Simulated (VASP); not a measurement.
The system is Li2S.

```
Li S
1.0
     0.00000    2.68482    2.68482
     2.68482    0.00000    2.68482
     2.68482    2.68482    0.00000
Li S
2 1
Direct
  0.25000 0.25000 0.25000
  0.75000 0.75000 0.75000
  0.00000 0.00000 0.00000
```

This cell differs from its parent crystal: strain -5.6%.

Base run:

```yaml
Program: VASP 6.6.1
Functional: r2SCAN
Potentials_or_basis: VASP PAW PBE potentials, release 64 (Li_sv, S)
Cutoff: 830 eV
k_mesh: 8 × 8 × 8
Occupations: gaussian, width 0.01 eV
Spin: no spin polarisation
```

Its results: band gap on the k mesh 3.70 eV (least direct gap 5.53 eV); pressure 9.7 GPa.

Problem. The run is repeated on the same cell with these changes: functional from r2SCAN to PBE; cutoff from 830 eV to 750 eV; occupations from gaussian, width 0.01 eV to fermi-dirac, width 0.02 eV. What comes out?

Solution. Band gap on the k mesh 3.22 eV (least direct gap 5.03 eV); pressure 10.4 GPa.

Caveats: the cell stands under pressure; the PAW data sets were made with another functional, which shifts forces and pressure a little (at least some runs).

A k mesh can miss the band edges.
